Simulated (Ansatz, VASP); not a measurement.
# AgCl: VASP beside Ansatz

File INCAR:

```
SYSTEM = AgCl
ALGO     = Normal         ! electronic algorithm
EDIFF    = 1E-8           ! SCF threshold, eV
ENCUT    = 520            ! plane-wave cutoff, eV
GGA      = PE             ! functional
ISIF     = 2              ! what is computed and relaxed
ISMEAR   = -1             ! smearing method
LASPH    = .TRUE.         ! aspherical terms in the spheres
LCHARG   = .FALSE.        ! write CHGCAR
LEFG     = .TRUE.       
LREAL    = .FALSE.        ! projectors in reciprocal space
LWAVE    = .FALSE.        ! write WAVECAR
NBANDS   = 16             ! bands
NELM     = 100            ! most SCF steps
PREC     = Accurate       ! precision mode
SIGMA    = 0.01           ! smearing width, eV
```

The input KPOINTS:

```
k-points
0
G
  9 9 9
  0 0 0
```

The input POSCAR:

```
AgCl
1.0
    3.4339730000      0.0000000000      0.0000000000
    0.0000000000      3.4339730000      0.0000000000
    0.0000000000      0.0000000000      3.4339730000
Ag Cl
1 1
Direct
    0.0000000000      0.0000000000      0.0000000000
    0.5000000000      0.5000000000      0.5000000000
```

Input for Ansatz:

```yaml
crystal:
  lattice:
    - [3.433973, 0.0, 0.0]
    - [0.0, 3.433973, 0.0]
    - [0.0, 0.0, 3.433973]
  atoms:
    - { symbol: Ag, position: [0.0, 0.0, 0.0] }
    - { symbol: Cl, position: [0.5, 0.5, 0.5] }
kpoints:
  mp_grid: { grid: [9, 9, 9] }
  band_path:
    path:
      - [0.0, 0.0, 0.0]
      - [0.0, 0.5, 0.0]
      - [0.5, 0.5, 0.0]
      - [0.0, 0.0, 0.0]
      - [0.5, 0.5, 0.5]
      - [0.0, 0.5, 0.0]
      - [0.5, 0.5, 0.5]
      - [0.5, 0.5, 0.0]
    npoints: 8
scf:
  occupations: { method: fermi_dirac, width: 0.01 }
hamiltonian:
  xc: pbe
  pseudopotentials: { kind: all_electron, datasets: crystal }
output:
  forces: true
  stress: true
  eigenvalues: true
  efg: { contact_densities: true }
```

Alike in both runs: task electric field gradients; functional PBE; k mesh 9 × 9 × 9; occupations fermi-dirac, width 0.01 eV; no spin polarisation.

|  | VASP | Ansatz |
| --- | --- | --- |
| version | VASP 6.6.1 | Ansatz 0.2.0 |
| potentials or method | VASP PAW PBE potentials, release 64 (Ag, Cl), cutoff 520 eV | all-electron PAW with datasets made for the crystal, scalar-relativistic |

```tsv
	VASP	Ansatz	Ansatz less VASP
gap on the k mesh at the Fermi level (eV)	0.61	0.61	+0.001
pressure (GPa)	-0.3	-0.1	+0.13
```

Ansatz ran all-electron here, and VASP with PAW potentials.
